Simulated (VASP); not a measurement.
# Sb: single point with PBEsol

Crystal: Sb.

```
CELL_PARAMETERS angstrom
-1.85821 1.85821 1.85821
1.85821 -1.85821 1.85821
1.85821 1.85821 -1.85821
ATOMIC_POSITIONS crystal
Sb 0.00000 0.00000 0.00000
```

```yaml
Program: VASP 6.6.1
Task: single point
Functional: PBEsol
Potentials_or_basis: VASP PAW PBE potentials, release 64 (Sb)
Cutoff: 520 eV
k_mesh: 16 × 16 × 16
Occupations: methfessel-paxton, width 0.1 eV
Spin: no spin polarisation
```

| Item | Value |
| --- | --- |
| Pressure | 0.7 GPa |

Levels at points of the mesh, in eV from the Fermi level:
```
           k point  band 1  band 2  band 3  band 4  band 5  band 6  band 7  band 8
(0.00, 0.00, 0.00)  -13.18    5.93    5.93    5.93   10.85   10.85   10.85   11.91
(0.50, 0.00, 0.00)   -8.85   -5.84    1.86    3.94    6.64    7.06   14.13   15.57
(0.50, 0.50, 0.50)   -5.32   -2.05   -2.05   -2.05    2.92    2.92   17.98   17.98
```

Wall time 21 s on 1 thread of Intel Xeon 8259CL, with other jobs on the host, peak memory 0.16 GiB.

Caveat: the PAW data sets were made with another functional, which shifts forces and pressure a little; spin-orbit coupling is left out, which moves the levels of the heavy elements.
